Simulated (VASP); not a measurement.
Here is a VASP 6.6.1 calculation.

File INCAR:

```
SYSTEM = PbS
ALGO = Normal
EDIFF = 1E-7
ENCUT = 520
GGA = PS
ISIF = 2
ISMEAR = 0
LASPH = .True.
LCHARG = .False.
LREAL = .False.
LWAVE = .False.
NBANDS = 17
NELM = 100
PREC = Accurate
SIGMA = 0.05
```

The input KPOINTS:

```
k-points
0
Gamma
  10 10 10
  0 0 0
```

File POSCAR:

```
PbS
1.0
    0.0000000000      2.9675795500      2.9675795500
    2.9675795500      0.0000000000      2.9675795500
    2.9675795500      2.9675795500      0.0000000000
Pb S
1 1
Direct
    0.0000000000      0.0000000000      0.0000000000
    0.5000000000      0.5000000000      0.5000000000
```

Potentials or basis: VASP PAW PBE potentials, release 64 (Pb_d, S).

Launch:

```bash
$ cat potpaw_PBE.64/Pb_d/POTCAR potpaw_PBE.64/S/POTCAR > POTCAR
$ mpirun -np 1 vasp_std > vasp.out
```

(1) What does it give for the band gap on the k mesh?

(2) Predict the pressure.

## Answers

(1) 0.26 eV.

(2) -1.0 GPa.

Caveat: the cell differs from its parent crystal (strained); the PAW data sets were made with another functional, which shifts forces and pressure a little; spin-orbit coupling is left out, which moves the levels of the heavy elements.
